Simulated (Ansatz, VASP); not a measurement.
# Two plane-wave programs on MgO

```
Mg O
1.0
     2.84988    0.00000    0.00000
    -1.42494    2.46807    0.00000
     0.00000    0.00000    2.71988
Mg O
1 1
Direct
  0.00000 0.00000 0.00000
  0.33333 0.66667 0.50000
```

Change from the starting cell: strain -0.030 along x and y, +0.015 along z, atoms carried along.

Alike in both runs: task single point; functional PBE; k mesh 9 × 9 × 8; occupations gaussian, width 0.05 eV; no spin polarisation.

|  | VASP | Ansatz |
| --- | --- | --- |
| version | VASP 6.6.1 | Ansatz 0.2.0 |
| potentials or method | VASP PAW PBE potentials, release 64 (Mg, O), cutoff 520 eV | scalar-relativistic, plane waves, PAW |
| valence electrons in the cell | 8 | 16 |

|  | VASP | Ansatz | Ansatz less VASP |
| --- | --- | --- | --- |
| gap on the k mesh at the Fermi level (eV) | 3.14 | 3.16 | +0.023 |
| least direct gap on the mesh (eV) | 3.58 | 3.60 | +0.020 |
| pressure (GPa) | 5.4 | 6.0 | +0.64 |
| traceless stress, the component that is largest in VASP (GPa) | -16.07 | -15.90 | +0.163 |

With one functional, cell and mesh, what is left measures potentials, basis and numerics. VASP's potentials hold 8 valence electrons a cell and Ansatz's 16, so a difference there can come from the potentials and not from the codes.
